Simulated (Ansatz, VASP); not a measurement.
Hf3OsN in VASP and in Ansatz

```
Hf Os N
1.0
     4.37038    0.00000    0.00000
     0.00000    4.37038    0.00000
     0.00000    0.00000    4.37038
Hf Os N
3 1 1
Direct
  0.50000 0.00000 0.50000
  0.00000 0.50000 0.50000
  0.50000 0.50000 0.00000
  0.00000 0.00000 0.00000
  0.50000 0.50000 0.50000
```

Change from the starting cell: species swapped into the Cr3PdN type (Pm-3m, No. 221).

Alike in both runs: functional PBE; k mesh 8 × 8 × 8; occupations gaussian, width 0.1 eV; no spin polarisation.

Ansatz relaxed the structure, and its values are those at the end. VASP's run is a single point on that final structure, the one shown.

```csv
,VASP,Ansatz
version,VASP 6.6.1,Ansatz 0.2.0
potentials or method,"VASP PAW PBE potentials, release 64 (Hf_pv, Os, N), cutoff 520 eV","scalar-relativistic, plane waves, PAW"
valence electrons in the cell,43,99
```

Ansatz gave:

- gap on the k mesh at the Fermi level (eV): none
- pressure (GPa): 0.0

Problem. Estimate VASP's values.

Solution. gap on the k mesh at the Fermi level (eV): none; pressure (GPa): -1.3.

A gap of «none» marks a metal or a gap that the smearing closes. With one functional, cell and mesh, what is left measures potentials, basis and numerics. VASP's potentials hold 43 valence electrons a cell and Ansatz's 99, so a difference there can come from the potentials and not from the codes.

Spin-orbit coupling is off throughout.
